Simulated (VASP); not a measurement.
Al8N, 9 atoms in the cell. The cell holds a slab with vacuum, 9 atoms: a = 2.854 Å, b = 2.854 Å, c = 33.476 Å, α = 90.00°, β = 90.00°, γ = 120.00°. 

| Item | Value |
| --- | --- |
| Program | VASP 6.6.1 |
| Task | single point |
| Functional | PBE |
| Potentials or basis | VASP PAW PBE potentials, release 64 (Al, N) |
| Cutoff | 520 eV |
| k mesh | 9 × 9 × 1 |
| Occupations | gaussian, width 0.1 eV |
| Spin | no spin polarisation |
| Dipole correction | yes |
| Further INCAR settings | ALGO = Normal; EDIFF = 1e-06; NBANDS = 24 |

Potentials or basis: VASP PAW PBE potentials, release 64 (Al, N).

Run with:

```bash
$ cat potpaw_PBE.64/Al/POTCAR potpaw_PBE.64/N/POTCAR > POTCAR
$ mpirun -np 1 vasp_std > vasp.out
```

Hardware: 1 thread of Intel(R) Xeon(R) Platinum 8259CL CPU @ 2.50GHz (Skylake/Cascade Lake) (shared host).

Q: Estimate the wall time of this run.

A: Wall time 4.4 min on 1 thread of Intel(R) Xeon(R) Platinum 8259CL CPU @ 2.50GHz (Skylake/Cascade Lake), on a shared host, peak memory 0.42 GiB. Counts: scf iterations 27, k points 25.
